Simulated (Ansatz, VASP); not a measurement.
Two plane-wave programs on KF

```
K F
1.0
     0.05013    2.67350    2.67350
     2.72363    0.00000    2.72363
     2.67350    2.67350    0.05013
K F
1 1
Direct
  0.00000 0.00000 0.00000
  0.50000 0.50000 0.50000
```

Change from the starting cell: strain +0.0375 x Voigt [0, 0, 0, 0, 1, 0], atoms carried along.

Alike in both runs: task single point; functional PBE; k mesh 8 × 8 × 8; occupations gaussian, width 0.05 eV; no spin polarisation.

```csv
,VASP,Ansatz
version,VASP 6.6.1,Ansatz 0.2.0
potentials or method,"VASP PAW PBE potentials, release 64 (K_sv, F), cutoff 520 eV","scalar-relativistic, plane waves, PAW"
valence electrons in the cell,16,16
```

VASP gave:

| Quantity | Value |
| --- | --- |
| gap on the k mesh at the Fermi level (eV) | 6.13 |
| least direct gap on the mesh (eV) | 6.13 |
| pressure (GPa) | 1.4 |
| traceless stress, the component that is largest in VASP (GPa) | -0.49 |

Task: What did Ansatz give for the same quantities?

Result: gap on the k mesh at the Fermi level (eV): 6.15; least direct gap on the mesh (eV): 6.15; pressure (GPa): 1.3; traceless stress, the component that is largest in VASP (GPa): -0.50.
